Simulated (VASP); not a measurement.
Wanted: the native input for a VASP 6.6.1 run.

- Task: single point
- Functional: LDA
- Potentials or basis: VASP PAW LDA potentials, release 64 (Ni)
- Cutoff: 520 eV
- k mesh: 16 × 16 × 9
- Occupations: fermi-dirac, width 0.05 eV
- Spin: collinear spin, antiferromagnetic start
- Starting moments: [1.0, -1.0] μB
- Dipole correction: no
- Further INCAR settings: ALGO = Normal; EDIFF = 1e-07; NBANDS = 21

The structure of Ni lies in POSCAR:

```
Ni
1.0
    2.4480230000      0.0000000000      0.0000000000
   -1.2240110000      2.1200500000      0.0000000000
    0.0000000000      0.0000000000      3.8691676000
Ni
2
Direct
    0.3333333333      0.6666666667      0.2500000000
    0.6666666667      0.3333333333      0.7500000000
```

This isn't the form of Ni at room conditions, which is fcc.

One way to write it, as run:

INCAR

```
SYSTEM = Ni
ALGO     = Normal         ! electronic algorithm
EDIFF    = 1E-7           ! SCF threshold, eV
ENCUT    = 520            ! plane-wave cutoff, eV
GGA      = CA             ! functional
ISIF     = 2              ! what is computed and relaxed
ISMEAR   = -1             ! smearing method
ISPIN    = 2              ! spin polarisation
LASPH    = .TRUE.         ! aspherical terms in the spheres
LCHARG   = .FALSE.        ! write CHGCAR
LMAXMIX  = 4              ! l up to which the mixer works
LORBIT   = 11             ! projections on sites
LREAL    = .FALSE.        ! projectors in reciprocal space
LWAVE    = .FALSE.        ! write WAVECAR
MAGMOM   = 1 -1           ! initial moments
NBANDS   = 21             ! bands
NELM     = 150            ! most SCF steps
PREC     = Accurate       ! precision mode
SIGMA    = 0.05           ! smearing width, eV
```

KPOINTS

```
k-points
0
G
  16 16 9
  0 0 0
```

Potentials or basis: VASP PAW LDA potentials, release 64 (Ni).

The run is started by

```console
$ cat potpaw_LDA.64/Ni/POTCAR > POTCAR
$ mpirun -np 1 vasp_std > vasp.out
```

It gave:

The pressure is 0.0 GPa and the band gap on the k mesh is zero (filled and empty bands overlap). The net moment is 0.00 μB per cell and the valence electrons inside the program's atomic spheres are Ni 9.48.

It took 3.8 min on 1 thread of Intel Xeon 8259CL, with other jobs on the host, peak memory 0.19 GiB.
